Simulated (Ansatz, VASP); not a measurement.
## Two plane-wave programs on ScF

INCAR

```
SYSTEM = ScF
ALGO = Normal
EDIFF = 1E-6
ENCUT = 520
GGA = PE
ISIF = 2
ISMEAR = 0
IVDW = 12
LASPH = .True.
LCHARG = .True.
LELF = .True.
LREAL = .False.
LVHAR = .True.
LWAVE = .False.
NBANDS = 26
NELM = 100
PREC = Accurate
SIGMA = 0.1
```

File KPOINTS:

```
k-points
0
Gamma
  9 9 9
  0 0 0
```

The input POSCAR:

```
ScF
1.0
    1.5066698263      0.8698762298      7.7249480882
   -1.5066698263      0.8698762298      7.7249480882
    0.0000000000     -1.7397524596      7.7249480882
Sc F
2 2
Direct
    0.2137000000      0.2137000000      0.2137000000
    0.7863000000      0.7863000000      0.7863000000
    0.3914000000      0.3914000000      0.3914000000
    0.6086000000      0.6086000000      0.6086000000
```

Input for Ansatz:

```yaml
crystal:
  lattice:
    - [1.5066698263, 0.8698762298, 7.7249480882]
    - [-1.5066698263, 0.8698762298, 7.7249480882]
    - [0.0, -1.7397524596, 7.7249480882]
  atoms:
    - { symbol: Sc, position: [0.2137, 0.2137, 0.2137] }
    - { symbol: Sc, position: [0.7863, 0.7863, 0.7863] }
    - { symbol: F, position: [0.3914, 0.3914, 0.3914] }
    - { symbol: F, position: [0.6086, 0.6086, 0.6086] }
basis:
  ecutwfc: 420
kpoints:
  mp_grid: { grid: [9, 9, 9] }
hamiltonian:
  xc: pbe
  dispersion: d3bj
scf:
  occupations: { method: gaussian, width: 0.1 }
output:
  forces: true
  stress: true
  eigenvalues: true
```

Alike in both runs: task single point; functional PBE; dispersion D3(BJ); k mesh 9 × 9 × 9; occupations gaussian, width 0.1 eV; no spin polarisation.

|  | VASP | Ansatz |
| --- | --- | --- |
| version | VASP 6.6.1 | Ansatz 0.2.0 |
| potentials or method | VASP PAW PBE potentials, release 64 (Sc_sv, F), cutoff 520 eV | scalar-relativistic, plane waves, PAW |
| valence electrons in the cell | 36 | 36 |

```tsv
	VASP	Ansatz	Ansatz less VASP
gap on the k mesh at the Fermi level (eV)	none	none	-
pressure (GPa)	8.1	7.8	-0.30
traceless stress, the component that is largest in VASP (GPa)	-4.99	-4.96	+0.028
rms of the force components (eV/Å)	1.841	1.855	+0.0146
```

Atom by atom the forces differ by 0.022 eV/Å (rms over components). A gap of «none» marks a metal or a gap that the smearing closes.
